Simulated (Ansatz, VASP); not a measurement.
## C in VASP and in Ansatz

```
C
1.0
     0.00000    1.76214    1.76214
     1.76214    0.00000    1.76214
     1.76214    1.76214    0.00000
C
2
Cartesian
  0.0000 0.0000 0.0000
  0.8811 0.8811 0.8811
```

Alike in both runs: task single point; functional r2SCAN; k mesh 10 × 10 × 10; no spin polarisation.

```csv
,VASP,Ansatz
version,VASP 6.6.1,Ansatz 0.2.0
potentials or method,"VASP PAW PBE potentials, release 64 (C)","plane waves, PAW"
plane-wave cutoff (eV),520,500
occupations,"gaussian, width 0.01 eV",fixed
valence electrons in the cell,8,8
```

Ansatz gave:

| Item | Value |
| --- | --- |
| gap on the k mesh at the Fermi level (eV) | 4.48 |
| pressure (GPa) | 14.5 |

**Question.** Which values does VASP return?

**Answer.** gap on the k mesh at the Fermi level (eV): 4.45; pressure (GPa): 15.8.

VASP's potentials were made for PBE, not for r2SCAN.
